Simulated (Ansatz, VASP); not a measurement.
## One calculation of Be4Te, two programs

INCAR

```
SYSTEM = Be4Te
PREC = Accurate
ENCUT = 600
EDIFF = 1E-7
ISMEAR = 0
SIGMA = 0.1
LREAL = .False.
LASPH = .True.
NELM = 100
ALGO = Fast
ISIF = 3
LWAVE = .False.
LCHARG = .False.
GGA = PE
IBRION = 2
NSW = 100
EDIFFG = -0.01
```

The input KPOINTS:

```
Automatic mesh
0
Gamma
  12 12 8
  0 0 0
```

File POSCAR:

```
Be4Te
1.0
    4.2868381807      0.0000000000      0.0000000000
   -2.1434190904      3.7125107664      0.0000000000
    0.0000000000      0.0000000000      5.0023201399
Be Te
4 1
Direct
    0.5000000000      0.5000000000      0.0000000000
    0.5000000000      0.0000000000      0.0000000000
    0.0000000000      0.5000000000      0.0000000000
    0.0000000000      0.0000000000      0.0000000000
    0.0000000000      0.0000000000      0.5000000000
```

Input for Ansatz:

```yaml
crystal:
  lattice:
    - [4.2868381807, 0.0, 0.0]
    - [-2.1434190904, 3.7125107664, 0.0]
    - [0.0, 0.0, 5.0023201399]
  atoms:
    - { symbol: Be, position: [0.5, 0.5, 0.0] }
    - { symbol: Be, position: [0.5, 0.0, 0.0] }
    - { symbol: Be, position: [0.0, 0.5, 0.0] }
    - { symbol: Be, position: [0.0, 0.0, 0.0] }
    - { symbol: Te, position: [0.0, 0.0, 0.5] }
basis:
  ecutwfc: 420
kpoints:
  mp_grid: { grid: [12, 12, 8] }
hamiltonian:
  xc: pbe
scf:
  occupations: { method: gaussian, width: 0.1 }
output:
  forces: true
  stress: true
  eigenvalues: true
  write_density: true
  write_potential: true
  elf: true
  volumetric_format: npy
relax:
  adjacent_minimum: "off"
  f_tol: 0.01
  max_steps: 80
  cell: { stress_tol: 0.05 }
```

Alike in both runs: task relaxation of cell and atoms; functional PBE; k mesh 12 × 12 × 8; occupations gaussian, width 0.1 eV; no spin polarisation.

```csv
,VASP,Ansatz
version,VASP 6.6.1,Ansatz 0.2.0
potentials or method,"VASP PAW PBE potentials, release 64 (Be, Te), cutoff 600 eV","scalar-relativistic, plane waves, PAW"
valence electrons in the cell,14,24
```

|  | VASP | Ansatz | Ansatz less VASP |
| --- | --- | --- | --- |
| gap on the k mesh at the Fermi level, each at its own relaxed structure (eV) | none | none | - |
| relaxed volume (Å³/atom) | 15.79 | 15.77 | -0.020 |
| relaxed length of the cell vector where the two differ most in proportion (Å) | 4.305 | 4.303 | -0.0022 |

A gap of «none» marks a metal or a gap that the smearing closes. VASP's potentials hold 14 valence electrons a cell and Ansatz's 24, so a difference there can come from the potentials and not from the codes.

Spin-orbit coupling is off throughout.
